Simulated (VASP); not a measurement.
# Si4Ge3 (R-3) in VASP: a series of runs

Si4Ge3 is run at these levels: PBE; tasks: single point.

Program: VASP 6.6.1. These are calculated values, not measurements. Logs are shortened: lines on timing, memory, paths and dates and some standing lists are left out, and cuts for length are marked.

## (1) The cell of the first run

Symmetry: R-3, No. 148, trigonal system. Conventional cell: a = 10.227 Å, b = 10.227 Å, c = 9.477 Å, α = 90.00°, β = 90.00°, γ = 120.00°. Within 3.1 Å of Si (site symmetry 1) lie 2 Si at 2.32 to 2.33 Å and 2 Ge at 2.37 Å. Within 3.1 Å of Si (site symmetry 3) lie 4 Si at 2.33 to 2.34 Å. Within 3.1 Å of Ge (site symmetry 1) lie 2 Si at 2.37 Å and 2 Ge at 2.43 Å.

## (2) Single point, PBE (20.44 Å³/atom)

Contents of INCAR:

```
SYSTEM = Si4Ge3
PREC = Accurate ; ENCUT = 520
EDIFF = 1E-6 ; ISMEAR = 0
SIGMA = 0.02 ; LREAL = .FALSE.
LASPH = .TRUE. ; NELM = 100
ALGO = Normal ; ISIF = 2
LWAVE = .FALSE. ; LCHARG = .FALSE.
GGA = PE ; NBANDS = 71
```

Contents of KPOINTS:

```
regular mesh
0
G
  6 6 6
  0 0 0
```

Contents of POSCAR:

```
Si4Ge3
1.0
    5.1134334803      2.9522421964      3.1589654381
   -5.1134334803      2.9522421964      3.1589654381
    0.0000000000     -5.9044843927      3.1589654381
Si Ge
8 6
Direct
    0.1537845564      0.0188597955      0.4406246836
    0.8462154436      0.9811402045      0.5593753164
    0.4406246836      0.1537845564      0.0188597955
    0.5593753164      0.8462154436      0.9811402045
    0.0188597955      0.4406246836      0.1537845564
    0.9811402045      0.5593753164      0.8462154436
    0.8767343807      0.8767343807      0.8767343807
    0.1232656193      0.1232656193      0.1232656193
    0.7380346269      0.3028481004      0.5950315063
    0.2619653731      0.6971518996      0.4049684937
    0.4049684937      0.2619653731      0.6971518996
    0.5950315063      0.7380346269      0.3028481004
    0.6971518996      0.4049684937      0.2619653731
    0.3028481004      0.5950315063      0.7380346269
```

Potentials or basis: VASP PAW PBE potentials, release 64 (Si, Ge_d).

Command:

```bash
$ cat potpaw_PBE.64/Si/POTCAR potpaw_PBE.64/Ge_d/POTCAR > POTCAR
$ mpirun -np 1 vasp_std > vasp.out
```

OUTCAR:

```text
SYSTEM = Si4Ge3
   PREC = Accurate
   ENCUT = 520
   EDIFF = 1E-6
   ISMEAR = 0
   LREAL = .FALSE.
   LASPH = .TRUE.
   NELM = 100
   ISIF = 2
   GGA = PE

 ion  position               nearest neighbor table
   1  0.154  0.019  0.441-   2 2.32   8 2.33  10 2.37  11 2.37
   2  0.846  0.981  0.559-   1 2.32   7 2.33   9 2.37  12 2.37
   3  0.441  0.154  0.019-   4 2.32   8 2.33  11 2.37  13 2.37
   4  0.559  0.846  0.981-   3 2.32   7 2.33  12 2.37  14 2.37
   5  0.019  0.441  0.154-   6 2.32   8 2.33  13 2.37  10 2.37
   6  0.981  0.559  0.846-   5 2.32   7 2.33  14 2.37   9 2.37
   7  0.877  0.877  0.877-   6 2.33   2 2.33   4 2.33   8 2.34
   8  0.123  0.123  0.123-   5 2.33   1 2.33   3 2.33   7 2.34
   9  0.738  0.303  0.595-   2 2.37   6 2.37  13 2.43  11 2.43
  10  0.262  0.697  0.405-   1 2.37   5 2.37  14 2.43  12 2.43
  11  0.405  0.262  0.697-   3 2.37   1 2.37  14 2.43   9 2.43
  12  0.595  0.738  0.303-   4 2.37   2 2.37  13 2.43  10 2.43
  13  0.697  0.405  0.262-   5 2.37   3 2.37  12 2.43   9 2.43
  14  0.303  0.595  0.738-   6 2.37   4 2.37  11 2.43  10 2.43

  LATTYP: Found a trigonal (rhomboedric) cell.
 ALAT       =     6.6964168466
 COS(alpha) =    -0.1661925331

  Lattice vectors:

 A1 = (   5.1134334803,   2.9522421964,   3.1589654381)
 A2 = (  -5.1134334803,   2.9522421964,   3.1589654381)
 A3 = (   0.0000000000,  -5.9044843927,   3.1589654381)

Analysis of symmetry for initial positions (statically):
=====================================================================
 Subroutine PRICEL returns:
 Original cell was already a primitive cell.

 Routine SETGRP: Setting up the symmetry group for a
 trigonal (rhombohedral) supercell.

 Subroutine GETGRP returns: Found  6 space group operations
 (whereof  6 operations were pure point group operations)
 out of a pool of 12 trial point group operations.

The static configuration has the point symmetry S_6 .

Analysis of symmetry for dynamics (positions and initial velocities):
=====================================================================
 Subroutine PRICEL returns:
 Original cell was already a primitive cell.

 Routine SETGRP: Setting up the symmetry group for a
 trigonal (rhombohedral) supercell.

 Subroutine GETGRP returns: Found  6 space group operations
 (whereof  6 operations were pure point group operations)
 out of a pool of 12 trial point group operations.

The dynamic configuration has the point symmetry S_6 .

 Subroutine INISYM returns: Found  6 space group operations
 (whereof  6 operations are pure point group operations),
 and found     1 'primitive' translations

----------------------------------------------------------------------------------------

                                     Primitive cell

  volume of cell :     286.1282

  direct lattice vectors                    reciprocal lattice vectors
     5.113433480  2.952242196  3.158965438     0.097781657  0.056454266  0.105519779
    -5.113433480  2.952242196  3.158965438    -0.097781657  0.056454266  0.105519779
     0.000000000 -5.904484393  3.158965438     0.000000000 -0.112908532  0.105519779

  length of vectors
     6.696416847  6.696416847  6.696416847     0.154540481  0.154540481  0.154540481

  position of ions in fractional coordinates (direct lattice)
     0.153784556  0.018859795  0.440624684
     0.846215444  0.981140205  0.559375316
     0.440624684  0.153784556  0.018859795
     0.559375316  0.846215444  0.981140205
     0.018859795  0.440624684  0.153784556
     0.981140205  0.559375316  0.846215444
     0.876734381  0.876734381  0.876734381
     0.123265619  0.123265619  0.123265619
     0.738034627  0.302848100  0.595031506
     0.261965373  0.697151900  0.404968494
     0.404968494  0.261965373  0.697151900
     0.595031506  0.738034627  0.302848100
     0.697151900  0.404968494  0.261965373
     0.302848100  0.595031506  0.738034627

  ion indices of the primitive-cell ions
   primitive index   ion index
                 1           1
                 2           2
                 3           3
                 4           4
                 5           5
                 6           6
                 7           7
                 8           8
                 9           9
                10          10
                11          11
                12          12
                13          13
                14          14

----------------------------------------------------------------------------------------

 KPOINTS: regular mesh

Automatic generation of k-mesh.
 Grid dimensions read from file:
 generate k-points for:    6    6    6

 Generating k-lattice:

  Cartesian coordinates                     Fractional coordinates (reciprocal lattice)
     0.016296943  0.009409044  0.017586630     0.166666667  0.000000000 -0.000000000
    -0.016296943  0.009409044  0.017586630     0.000000000  0.166666667 -0.000000000
     0.000000000 -0.018818089  0.017586630     0.000000000  0.000000000  0.166666667

  Length of vectors
     0.025756747  0.025756747  0.025756747

  Shift w.r.t. Gamma in fractional coordinates (k-lattice)
     0.000000000  0.000000000  0.000000000

 Subroutine IBZKPT returns following result:
 ===========================================

 Found     40 irreducible k-points:

 Following reciprocal coordinates:
            Coordinates               Weight
  0.000000  0.000000  0.000000      1.000000
  0.166667  0.000000  0.000000      6.000000
  0.333333  0.000000 -0.000000      6.000000
  0.500000  0.000000  0.000000      3.000000
  0.166667  0.166667  0.000000      6.000000
  0.333333  0.166667  0.000000      6.000000
[... 16 lines left out ...]
  0.333333  0.333333  0.166667      6.000000
  0.500000  0.333333  0.166667      6.000000
 [... further k-points ...]
   k-points           NKPTS =     40   k-points in BZ     NKDIM =     40   number of bands    NBANDS=     71
   number of dos      NEDOS =    301   number of ions     NIONS =     14
   total plane-waves  NPLWV = 125000
   dimension x,y,z NGX =    50 NGY =   50 NGZ =   50
   dimension x,y,z NGXF=   100 NGYF=  100 NGZF=  100
   ions per type =               8   6
   NGX,Y,Z   is equivalent  to a cutoff of  12.41, 12.41, 12.41 a.u.
   NGXF,Y,Z  is equivalent  to a cutoff of  24.83, 24.83, 24.83 a.u.
 SYSTEM =  Si4Ge3
   PREC   = accura    normal or accurate (medium, high low for compatibility)
   ISTART =      0    job   : 0-new  1-cont  2-samecut
   ICHARG =      2    charge: 1-file 2-atom 10-const
   ISPIN  =      1    spin polarized calculation?
   LNONCOLLINEAR =      F non collinear calculations
   LSORBIT =      F    spin-orbit coupling
   LASPH  =      T    aspherical Exc in radial PAW
   ENCUT  =  520.0 eV  38.22 Ry    6.18 a.u.  12.45 12.45 12.45*2*pi/ulx,y,z
   NELM   =    100;   NELMIN=  2; NELMDL= -5     # of ELM steps
   EDIFF  = 0.1E-05   stopping-criterion for ELM
   LREAL  =      F    real-space projection
[... 7 lines left out ...]
   TEBEG  =    0.0;   TEEND  =   0.0 temperature during run
   PSTRESS=    0.0 pullay stress
   NELECT =     116.0000    total number of electrons
   NUPDOWN=      -1.0000    fix difference up-down
   EMIN   =  10.00;   EMAX   =-10.00  energy-range for DOS
   EFERMI =   0.00;   METHOD = LEGACY
   ISMEAR =     0;   SIGMA  =   0.02  broadening in eV -4-tet -1-fermi 0-gaus
   EFERMI_NEDOS =   21; number of points for ismear=-14 and -15
   IALGO  =     38    algorithm
   IMIX   =      4    mixing-type and parameters
     AMIX     =   0.40;   BMIX     =  1.00
     AMIX_MAG =   1.60;   BMIX_MAG =  1.00
  volume/ion in A,a.u.               =      20.44       137.92
  Fermi-wavevector in a.u.,A,eV,Ry     =   1.211641  2.289669 19.974355  1.468074
  Thomas-Fermi vector in A             =   2.347150
   LORBIT       =      0    0 simple, 1 ext, 2 COOP (PROOUT), +10 PAW based schemes
   GGA     = PE    functional components
   LHFCALC =     F    Hartree Fock is set to
   AEXX    =    0.0000 exact exchange contribution
   IVDW    =     0    specifies the selected vdW correction
   LEPSILON=     F    determine dielectric tensor
   LRPA    =     F    only Hartree local field effects (RPA)
 non-spin polarized calculation
 Gauss-broadening in eV      SIGMA  =   0.02
  energy-cutoff  :      520.00
  volume of cell :      286.13
 maximum number of plane-waves:      7722
 NGX is ok and might be reduce to    50
   NGX = 25   NGY = 25   NGZ = 25

 number of electron     115.9999944 magnetization

 Free energy of the ion-electron system (eV)
  ---------------------------------------------------
  ext. energy  EPLUGINS =         0.00000000
  ---------------------------------------------------
  free energy    TOTEN  =       -70.02997422 eV

  energy without entropy =      -70.02997422  energy(sigma->0) =      -70.02997422

 E-fermi :   5.9373     XC(G=0):  -9.7985

 val. band max:        5.7762520433   @ k =   0.0000   0.0000   0.0000
 cond. band min:       6.3964459408   @ k =   0.5000   0.5000   0.1667
 fundamental gap:      0.6201938975
 Fermi energy:         5.9373328357

 k-point     1 :       0.0000    0.0000    0.0000
  band No.  band energies     occupation
      1     -18.7886      2.00000
      2     -18.7583      2.00000
      3     -18.7583      2.00000
      4     -18.7231      2.00000
      5     -18.7231      2.00000
      6     -18.7179      2.00000
[... 62 lines left out ...]
     69       9.1808      0.00000
     70       9.1827      0.00000
[... 1677 lines left out ...]
     69       9.3141      0.00000
     70       9.4684      0.00000

 [... further k-points ...]

 [bands above 70 left out]

------------------------ aborting loop because EDIFF is reached ----------------------------------------

  FORCE on cell =-STRESS in cart. coord.  units (eV):
  Direction    XX          YY          ZZ          XY          YZ          ZX
  --------------------------------------------------------------------------------------
  -------------------------------------------------------------------------------------
  Total        9.5542083      9.5542083      9.5023934      0.0000002      0.0000000      0.0000000
  in kB       53.4988650     53.4988650     53.2087271      0.0000011      0.0000000      0.0000000
  external PRESSURE =      53.4021524 kB  Pullay stress =       0.0000000 kB

 VOLUME and BASIS-vectors are now :
 -----------------------------------------------------------------------------
  energy-cutoff  :      520.00
  volume of cell :      286.13
      direct lattice vectors                 reciprocal lattice vectors
     5.113433480  2.952242196  3.158965438     0.097781657  0.056454266  0.105519779
    -5.113433480  2.952242196  3.158965438    -0.097781657  0.056454266  0.105519779
     0.000000000 -5.904484393  3.158965438     0.000000000 -0.112908532  0.105519779

 POSITION                                       TOTAL-FORCE (eV/Angst)
 -----------------------------------------------------------------------------------
      0.68993     -2.09197      1.93730         0.004485      0.003687      0.003270
     -0.68993      2.09197      7.53960        -0.004485     -0.003687     -0.003270
      1.46674      1.64348      1.93730        -0.005436      0.002041      0.003270
     -1.46674     -1.64348      7.53960         0.005436     -0.002041     -0.003270
     -2.15667      0.44849      1.93730         0.000951     -0.005728      0.003270
      2.15667     -0.44849      7.53960        -0.000951      0.005728     -0.003270
      0.00000      0.00000      8.30872        -0.000000     -0.000000     -0.000323
      0.00000      0.00000      1.16818        -0.000000      0.000000      0.000323
      2.22530     -0.44042      5.16780         0.005252     -0.001326      0.004415
     -2.22530      0.44042      4.30910        -0.005252      0.001326     -0.004415
      0.73124     -2.14737      4.30910         0.001478     -0.005211     -0.004415
     -0.73124      2.14737      5.16780        -0.001478      0.005211      0.004415
      1.49406      1.70696      4.30910         0.003774      0.003885     -0.004415
     -1.49406     -1.70696      5.16780        -0.003774     -0.003885      0.004415
 -----------------------------------------------------------------------------------
    total drift:                                0.000000      0.000000     -0.000000

  FREE ENERGIE OF THE ION-ELECTRON SYSTEM (eV)
  ---------------------------------------------------
  free  energy   TOTEN  =       -70.0299742220 eV

  energy  without entropy=      -70.0299742220  energy(sigma->0) =      -70.02997422
```

Run time: 22 min. Hardware: 1 thread of Oxide Virtual Turin-like, shared host; peak memory 0.68 GiB.

What came out:

```
Free energy            : -70.0300 eV
Pressure               : 5.3 GPa
Largest force          : 0.007 eV/Å
Band gap on the k mesh : 0.62 eV (least direct gap 1.34 eV)
```

Forces in eV/Å, atoms in the order of the input:
```
Si   0.004  0.004  0.003
Si  -0.004 -0.004 -0.003
Si  -0.005  0.002  0.003
Si   0.005 -0.002 -0.003
Si   0.001 -0.006  0.003
Si  -0.001  0.006 -0.003
Si   0.000  0.000  0.000
Si   0.000  0.000  0.000
Ge   0.005 -0.001  0.004
Ge  -0.005  0.001 -0.004
Ge   0.001 -0.005 -0.004
Ge  -0.001  0.005  0.004
Ge   0.004  0.004 -0.004
Ge  -0.004 -0.004  0.004
```

Caveat: the cell stands under pressure.

## (3) Single point, PBE

This run uses another cell than the first one, of 21.74 Å³/atom.

Contents of INCAR:

```
SYSTEM = Si4Ge3
  PREC = Accurate
  ENCUT = 520
  EDIFF = 1E-6
  ISMEAR = 0
  SIGMA = 0.02
  LREAL = .FALSE.
  LASPH = .TRUE.
  NELM = 100
  ALGO = Normal
  ISIF = 2
  LWAVE = .FALSE.
  LCHARG = .FALSE.
  GGA = PE
  NBANDS = 71
```

KPOINTS is that of step 2.

Contents of POSCAR:

```
Si4Ge3
1.0
    5.2202411356      3.0139076249      3.2244905830
   -5.2202411356      3.0139076249      3.2244905830
    0.0000000000     -6.0278152498      3.2244905830
Si Ge
8 6
Direct
    0.1535798768      0.0188124132      0.4406245929
    0.8464201232      0.9811875868      0.5593754071
    0.4406245929      0.1535798768      0.0188124132
    0.5593754071      0.8464201232      0.9811875868
    0.0188124132      0.4406245929      0.1535798768
    0.9811875868      0.5593754071      0.8464201232
    0.8767267958      0.8767267958      0.8767267958
    0.1232732042      0.1232732042      0.1232732042
    0.7381326429      0.3027056020      0.5950661665
    0.2618673571      0.6972943980      0.4049338335
    0.4049338335      0.2618673571      0.6972943980
    0.5950661665      0.7381326429      0.3027056020
    0.6972943980      0.4049338335      0.2618673571
    0.3027056020      0.5950661665      0.7381326429
```

Potentials or basis: VASP PAW PBE potentials, release 64 (Si, Ge_d).

Command:

```bash
$ cat potpaw_PBE.64/Si/POTCAR potpaw_PBE.64/Ge_d/POTCAR > POTCAR
$ mpirun -np 1 vasp_std > vasp.out
```

Wall time 17 min (1 thread of Oxide Virtual Turin-like, shared host); peak memory 0.73 GiB.

Results (log left out):

```yaml
Free_energy: -70.3160 eV
Pressure: -0.1 GPa
Largest_force: 0.006 eV/Å
Band_gap_on_the_k_mesh: 0.71 eV (least direct gap 1.40 eV)
```

Forces in eV/Å, atoms in the order of the input:
```
Si   0.000 -0.002  0.003
Si   0.000  0.002 -0.003
Si   0.002  0.001  0.003
Si  -0.002 -0.001 -0.003
Si  -0.002  0.001  0.003
Si   0.002 -0.001 -0.003
Si   0.000  0.000  0.006
Si   0.000  0.000 -0.006
Ge   0.004  0.001  0.005
Ge  -0.004 -0.001 -0.005
Ge   0.002 -0.003 -0.005
Ge  -0.002  0.003  0.005
Ge   0.001  0.003 -0.005
Ge  -0.001 -0.003  0.005
```

Levels at points of the mesh, in eV from the valence-band top:
```tsv
k point	band 55	band 56	band 57	band 58	band 59	band 60	band 61	band 62
(0.00, 0.00, 0.00)	-2.10	-0.02	-0.02	0.00	1.55	2.43	2.43	2.49
(0.50, 0.00, 0.00)	-1.28	-1.24	-0.89	-0.69	0.79	1.58	1.85	2.36
(0.50, 0.50, 0.00)	-1.80	-1.71	-1.17	-0.99	0.73	0.73	1.95	1.99
(0.50, 0.50, 0.50)	-2.20	-2.20	-1.24	-1.24	0.76	1.58	1.58	1.63
```
